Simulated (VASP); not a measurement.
Wanted: the native input for a VASP 6.6.1 run.

| Quantity | Value |
| --- | --- |
| Task | single point |
| Functional | PBE |
| Potentials or basis | VASP PAW PBE potentials, release 64 (Ga_d) |
| Cutoff | 520 eV |
| k mesh | 12 × 12 × 12 |
| Occupations | fermi-dirac, width 0.136057 eV |
| Spin | no spin polarisation |
| Dipole correction | no |
| Further INCAR settings | ALGO = Normal; EDIFF = 1e-06; NBANDS = 12 |

The structure of Ga lies in POSCAR:

```
Ga
1.0
    2.7294892755      0.0000000000      0.0000000000
    0.0000000000      2.7294892755      0.0000000000
    0.0000000000      0.0000000000      2.7294892755
Ga
1
Direct
    0.0000000000      0.0000000000      0.0000000000
```

These files were run (other wordings do the same):

INCAR

```
SYSTEM = Ga
ALGO = Normal
EDIFF = 1E-6
ENCUT = 520
GGA = PE
ISIF = 2
ISMEAR = -1
LASPH = .TRUE.
LCHARG = .TRUE.
LELF = .TRUE.
LREAL = .FALSE.
LVHAR = .TRUE.
LWAVE = .FALSE.
NBANDS = 12
NELM = 80
PREC = Accurate
SIGMA = 0.13605693000000002
```

KPOINTS

```
k-points
0
G
  12 12 12
  0 0 0
```

Potentials or basis: VASP PAW PBE potentials, release 64 (Ga_d).

Run with:

```console
$ cat potpaw_PBE.64/Ga_d/POTCAR > POTCAR
$ mpirun -np 1 vasp_std > vasp.out
```

Results of the run:

| Item | Value |
| --- | --- |
| Pressure | -0.4 GPa |

Wall time 24 s on 1 thread of AMD EPYC 7R13, on a shared host, peak memory 0.1 GiB.
